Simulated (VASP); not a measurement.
Wanted: the native input for a VASP 6.6.1 run.

| Quantity | Value |
| --- | --- |
| Task | single point |
| Functional | r2SCAN |
| Potentials or basis | VASP PAW PBE potentials, release 64 (Ba_sv) |
| Cutoff | 520 eV |
| k mesh | 3 × 3 × 4 |
| Occupations | gaussian, width 0.1 eV |
| Spin | no spin polarisation |
| Dipole correction | no |
| Further INCAR settings | ALGO = Normal; EDIFF = 1e-06; NBANDS = 22 |

Ba:

```
Ba
1.0
     7.10818    0.00000    0.00000
    -3.55409    6.15587    0.00000
     0.00000    0.00000    4.43456
Ba
3
Direct
  0.33321 0.00000 0.33333
  0.00000 0.33321 0.66667
  0.66679 0.66679 0.00000
```

These files were run (other wordings do the same):

POSCAR

```
Ba
1.0
    7.1081834276      0.0000000001      0.0000000000
   -3.5540917139      6.1558674230      0.0000000000
    0.0000000000      0.0000000000      4.4345582668
Ba
3
Direct
    0.3332112357      0.0000000000      0.3333333333
    0.0000000000      0.3332112357      0.6666666667
    0.6667887643      0.6667887643      0.0000000000
```

INCAR.step1

```
  ALGO = Normal
  EDIFF = 1E-4
  ENCUT = 520
  GGA = PE
  ISMEAR = 0
  LASPH = T
  LCHARG = F
  LREAL = F
  LWAVE = T
  NBANDS = 22
  NELM = 100
  PREC = Accurate
  SIGMA = 0.1
```

INCAR.step2

```
  ALGO = Normal
  EDIFF = 1E-6
  ENCUT = 520
  ISIF = 2
  ISMEAR = 0
  ISTART = 1
  LASPH = T
  LCHARG = F
  LMIXTAU = T
  LREAL = F
  LWAVE = F
  METAGGA = R2SCAN
  NBANDS = 22
  NELM = 100
  PREC = Accurate
  SIGMA = 0.1
```

KPOINTS

```
k-points
0
Gamma
  3 3 4
```

Potentials or basis: VASP PAW PBE potentials, release 64 (Ba_sv).

Launch:

```sh
$ cat potpaw_PBE.64/Ba_sv/POTCAR > POTCAR
$ cp INCAR.step1 INCAR
$ mpirun -np 1 vasp_std > vasp.out
$ cp INCAR.step2 INCAR
$ mpirun -np 1 vasp_std > vasp.out
```

It gave:

```json
{"Pressure": "0.2 GPa", "Band gap on the k mesh": "zero (bands 15 and 16 overlap by 0.78 eV)"}
```

Caveat: the PAW data sets were made with another functional, which shifts forces and pressure a little; spin-orbit coupling is left out, which moves the levels of the heavy elements.

Wall time 100 s on 1 thread of Intel(R) Xeon(R) 6975P-C (Granite Rapids), on a shared host, peak memory 0.35 GiB.
